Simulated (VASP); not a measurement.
# Hg (P6_3/mmc) in VASP: a series of runs, part 2 of 2

VASP 6.6.1. The steps go on from the part before.

## 4. Single point, PBE+D3(BJ)

This run uses another cell than the first one, of 29.94 Å³/atom.

Input file INCAR:

```
SYSTEM = Hg
  PREC = Accurate
  ENCUT = 520
  EDIFF = 1E-6
  ISMEAR = 0
  SIGMA = 0.15
  LREAL = .FALSE.
  LASPH = .TRUE.
  NELM = 80
  ALGO = Fast
  ISIF = 2
  LWAVE = .FALSE.
  LCHARG = .FALSE.
  GGA = PE
  IVDW = 12
  NBANDS = 19
```

Input file KPOINTS:

```
Automatic mesh
0
G
  15 15 8
  0 0 0
```

Input file POSCAR:

```
Hg
1.0
    3.4640000000      0.0000000000      0.0000000000
   -1.7320000000      2.9999119987      0.0000000000
    0.0000000000      0.0000000000      5.7619000000
Hg
2
Direct
    0.6666666667      0.3333333333      0.7500000000
    0.3333333333      0.6666666667      0.2500000000
```

Potentials or basis: VASP PAW PBE potentials, release 64 (Hg).

The run is started by

```
cat potpaw_PBE.64/Hg/POTCAR > POTCAR
mpirun -np 1 vasp_std > vasp.out
```

OUTCAR:

```text
SYSTEM = Hg
   PREC = Accurate
   ENCUT = 520
   EDIFF = 1E-6
   ISMEAR = 0
   LREAL = .FALSE.
   LASPH = .TRUE.
   NELM = 80
   ISIF = 2
   GGA = PE
   IVDW = 12
 IVDW          = 12

 ion  position               nearest neighbor table
   1  0.667  0.333  0.750-   2 3.51   2 3.51   2 3.51   2 3.51   2 3.51   2 3.51
   2  0.333  0.667  0.250-   1 3.51   1 3.51   1 3.51   1 3.51   1 3.51   1 3.51

  LATTYP: Found a hexagonal cell.
 ALAT       =     3.4640000000
 C/A-ratio  =     1.6633660508

  Lattice vectors:

 A1 = (   3.4640000000,   0.0000000000,   0.0000000000)
 A2 = (  -1.7320000000,   2.9999119987,   0.0000000000)
 A3 = (   0.0000000000,   0.0000000000,   5.7619000000)

Analysis of symmetry for initial positions (statically):
=====================================================================
 Subroutine PRICEL returns:
 Original cell was already a primitive cell.

 Routine SETGRP: Setting up the symmetry group for a
 hexagonal supercell.

 Subroutine GETGRP returns: Found 24 space group operations
 (whereof 12 operations were pure point group operations)
 out of a pool of 24 trial point group operations.

The static configuration has the point symmetry D_3d.
 The point group associated with its full space group is D_6h.

Analysis of symmetry for dynamics (positions and initial velocities):
=====================================================================
 Subroutine PRICEL returns:
 Original cell was already a primitive cell.

 Routine SETGRP: Setting up the symmetry group for a
 hexagonal supercell.

 Subroutine GETGRP returns: Found 24 space group operations
 (whereof 12 operations were pure point group operations)
 out of a pool of 24 trial point group operations.

The dynamic configuration has the point symmetry D_3d.
 The point group associated with its full space group is D_6h.

 Subroutine INISYM returns: Found 24 space group operations
 (whereof 12 operations are pure point group operations),
 and found     1 'primitive' translations

----------------------------------------------------------------------------------------

                                     Primitive cell

  volume of cell :      59.8759

  direct lattice vectors                    reciprocal lattice vectors
     3.464000000  0.000000000  0.000000000     0.288683603  0.166671556  0.000000000
    -1.732000000  2.999911999  0.000000000     0.000000000  0.333343112  0.000000000
     0.000000000  0.000000000  5.761900000     0.000000000  0.000000000  0.173553862

  length of vectors
     3.464000000  3.464000000  5.761900000     0.333343112  0.333343112  0.173553862

  position of ions in fractional coordinates (direct lattice)
     0.666666667  0.333333333  0.750000000
     0.333333333  0.666666667  0.250000000

  ion indices of the primitive-cell ions
   primitive index   ion index
                 1           1
                 2           2

----------------------------------------------------------------------------------------

 KPOINTS: Automatic mesh

Automatic generation of k-mesh.
 Grid dimensions read from file:
 generate k-points for:   15   15    8

 Generating k-lattice:

  Cartesian coordinates                     Fractional coordinates (reciprocal lattice)
     0.019245574  0.011111437  0.000000000     0.066666667  0.000000000  0.000000000
     0.000000000  0.022222874  0.000000000     0.000000000  0.066666667  0.000000000
     0.000000000  0.000000000  0.021694233     0.000000000  0.000000000  0.125000000

  Length of vectors
     0.022222874  0.022222874  0.021694233

  Shift w.r.t. Gamma in fractional coordinates (k-lattice)
     0.000000000  0.000000000  0.000000000

 Subroutine IBZKPT returns following result:
 ===========================================

 Found    135 irreducible k-points:

 Following reciprocal coordinates:
            Coordinates               Weight
  0.000000  0.000000  0.000000      1.000000
  0.066667  0.000000  0.000000      6.000000
  0.133333 -0.000000  0.000000      6.000000
  0.200000 -0.000000  0.000000      6.000000
  0.266667 -0.000000  0.000000      6.000000
  0.333333 -0.000000  0.000000      6.000000
[... 16 lines left out ...]
  0.333333  0.200000  0.000000     12.000000
  0.400000  0.200000  0.000000      6.000000
 [... further k-points ...]
   k-points           NKPTS =    135   k-points in BZ     NKDIM =    135   number of bands    NBANDS=     19
   number of dos      NEDOS =    301   number of ions     NIONS =      2
   total plane-waves  NPLWV =  37632
   dimension x,y,z NGX =    28 NGY =   28 NGZ =   48
   dimension x,y,z NGXF=    56 NGYF=   56 NGZF=   96
   ions per type =               2
   NGX,Y,Z   is equivalent  to a cutoff of  13.44, 13.44, 13.85 a.u.
   NGXF,Y,Z  is equivalent  to a cutoff of  26.88, 26.88, 27.70 a.u.
 SYSTEM =  Hg
   PREC   = accura    normal or accurate (medium, high low for compatibility)
   ISTART =      0    job   : 0-new  1-cont  2-samecut
   ICHARG =      2    charge: 1-file 2-atom 10-const
   ISPIN  =      1    spin polarized calculation?
   LNONCOLLINEAR =      F non collinear calculations
   LSORBIT =      F    spin-orbit coupling
   LASPH  =      T    aspherical Exc in radial PAW
   ENCUT  =  520.0 eV  38.22 Ry    6.18 a.u.   6.44  6.44 10.71*2*pi/ulx,y,z
   NELM   =     80;   NELMIN=  2; NELMDL= -5     # of ELM steps
   EDIFF  = 0.1E-05   stopping-criterion for ELM
   LREAL  =      F    real-space projection
   EDIFFG = 0.1E-04   stopping-criterion for IOM
   NSW    =      0    number of steps for IOM
   IBRION =     -1    ionic relax: 0-MD 1-quasi-New 2-CG
   NFREE  =      0    steps in history (QN), initial steepest desc. (CG)
   ISIF   =      2    stress and relaxation
   ISYM   =      2    0-nonsym 1-usesym 2-fastsym
   POTIM  = 0.5000    time-step for ionic-motion
   TEBEG  =    0.0;   TEEND  =   0.0 temperature during run
   PSTRESS=    0.0 pullay stress
   NELECT =      24.0000    total number of electrons
   NUPDOWN=      -1.0000    fix difference up-down
   EMIN   =  10.00;   EMAX   =-10.00  energy-range for DOS
   EFERMI =   0.00;   METHOD = LEGACY
   ISMEAR =     0;   SIGMA  =   0.15  broadening in eV -4-tet -1-fermi 0-gaus
   EFERMI_NEDOS =   21; number of points for ismear=-14 and -15
   IALGO  =     68    algorithm
   IMIX   =      4    mixing-type and parameters
     AMIX     =   0.40;   BMIX     =  1.00
     AMIX_MAG =   1.60;   BMIX_MAG =  1.00
  volume/ion in A,a.u.               =      29.94       202.03
  Fermi-wavevector in a.u.,A,eV,Ry     =   1.207057  2.281007 19.823515  1.456987
  Thomas-Fermi vector in A             =   2.342706
   LORBIT       =      0    0 simple, 1 ext, 2 COOP (PROOUT), +10 PAW based schemes
   GGA     = PE    functional components
   LHFCALC =     F    Hartree Fock is set to
   AEXX    =    0.0000 exact exchange contribution
   IVDW    =    12    specifies the selected vdW correction
   LEPSILON=     F    determine dielectric tensor
   LRPA    =     F    only Hartree local field effects (RPA)
 non-spin polarized calculation
 RMM-DIIS sequential band-by-band and
 Gauss-broadening in eV      SIGMA  =   0.15
  energy-cutoff  :      520.00
  volume of cell :       59.88
 maximum number of plane-waves:      1641
 NGX is ok and might be reduce to    28
   NGX = 13   NGY = 13   NGZ = 21

 number of electron      24.0000005 magnetization

 Free energy of the ion-electron system (eV)
  ---------------------------------------------------
  ext. energy  EPLUGINS =         0.00000000
  ---------------------------------------------------
  free energy    TOTEN  =        -0.36790440 eV

  energy without entropy =       -0.36638985  energy(sigma->0) =       -0.36714713

 E-fermi :   0.6029     XC(G=0):  -9.5715

 val. band max:        0.5208317219   @ k =   0.2667   0.2000   0.0000
 cond. band min:       0.7675489016   @ k =   0.0667   0.0667   0.0000
 fundamental gap:      0.2467171797
 Fermi energy:         0.6028671194

 k-point     1 :       0.0000    0.0000    0.0000
  band No.  band energies     occupation
      1      -6.2064      2.00000
      2      -5.8095      2.00000
      3      -5.2946      2.00000
      4      -5.2168      2.00000
      5      -5.2168      2.00000
      6      -5.1447      2.00000
[... 11 lines left out ...]
     18      13.9064      0.00000
     19      13.9065      0.00000
[... 489 lines left out ...]
      3      -5.3952      2.00000
      4      -5.2241      2.00000
      5      -5.0973      2.00000
      6      -4.9758      2.00000
[... 11 lines left out ...]
     18       8.3520      0.00000
     19      10.7283      0.00000

 [... further k-points ...]

------------------------ aborting loop because EDIFF is reached ----------------------------------------

 Edisp (eV)   -0.70125

 E8    (eV) :    -0.3195

  FORCE on cell =-STRESS in cart. coord.  units (eV):
  Direction    XX          YY          ZZ          XY          YZ          ZX
  --------------------------------------------------------------------------------------
  -------------------------------------------------------------------------------------
  Total      -0.45081    -0.45081    -0.70275     0.00000     0.00000    -0.00000
  in kB     -12.06304   -12.06304   -18.80444     0.00000     0.00000    -0.00000
  external pressure =      -14.31 kB  Pullay stress =        0.00 kB

 VOLUME and BASIS-vectors are now :
 -----------------------------------------------------------------------------
  energy-cutoff  :      520.00
  volume of cell :       59.88
      direct lattice vectors                 reciprocal lattice vectors
     3.464000000  0.000000000  0.000000000     0.288683603  0.166671556  0.000000000
    -1.732000000  2.999911999  0.000000000     0.000000000  0.333343112  0.000000000
     0.000000000  0.000000000  5.761900000     0.000000000  0.000000000  0.173553862

 POSITION                                       TOTAL-FORCE (eV/Angst)
 -----------------------------------------------------------------------------------
      1.73200      0.99997      4.32142         0.000000     -0.000000      0.000000
     -0.00000      1.99994      1.44047        -0.000000      0.000000     -0.000000
 -----------------------------------------------------------------------------------
    total drift:                               -0.000000      0.000000     -0.000000

  FREE ENERGIE OF THE ION-ELECTRON SYSTEM (eV)
  ---------------------------------------------------
  free  energy   TOTEN  =        -1.0691578090 eV

  energy  without entropy=       -1.0676432641  energy(sigma->0) =       -1.06840054
```

Run time: 2.7 min. Hardware: 1 thread of Intel Xeon 8259CL, shared host; peak memory 0.28 GiB.

Results:

* Free energy: -1.0692 eV
* Pressure: -1.4 GPa
* Band gap on the k mesh: zero (bands 12 and 13 overlap by 0.14 eV)
* Dispersion energy per atom: -0.351 eV

Stress tensor (GPa, compression positive):
```
-1.21  0.00  0.00
 0.00 -1.21  0.00
 0.00  0.00 -1.88
```

Caveat: spin-orbit coupling is left out, which moves the levels of the heavy elements.

## 5. Overview

| cell | gap on the mesh (eV) | pressure (GPa) |
| --- | --- | --- |
| a = 3.520, b = 3.520, c = 5.445 Å, angles 90.0, 90.0, 120.0°, 2 atoms | none | -1.2 |
| a = 3.464, b = 3.464, c = 5.603 Å, angles 90.0, 90.0, 120.0°, 2 atoms | none | -1.2 |
| a = 3.464, b = 3.464, c = 5.762 Å, angles 90.0, 90.0, 120.0°, 2 atoms | none | -1.4 |

Alike in all rows: task single point; level PBE+D3(BJ); potentials or basis VASP PAW PBE potentials, release 64 (Hg); no spin polarisation; k mesh 15 × 15 × 8; cutoff (eV) 520; smearing gaussian 0.15 eV.

Caveats: spin-orbit coupling is left out, which moves the levels of the heavy elements.

Total energies depend on the potentials used, so only differences within one code and one set of settings carry meaning.

The gap in the log of VASP goes by the Fermi energy; the results here count the filled bands.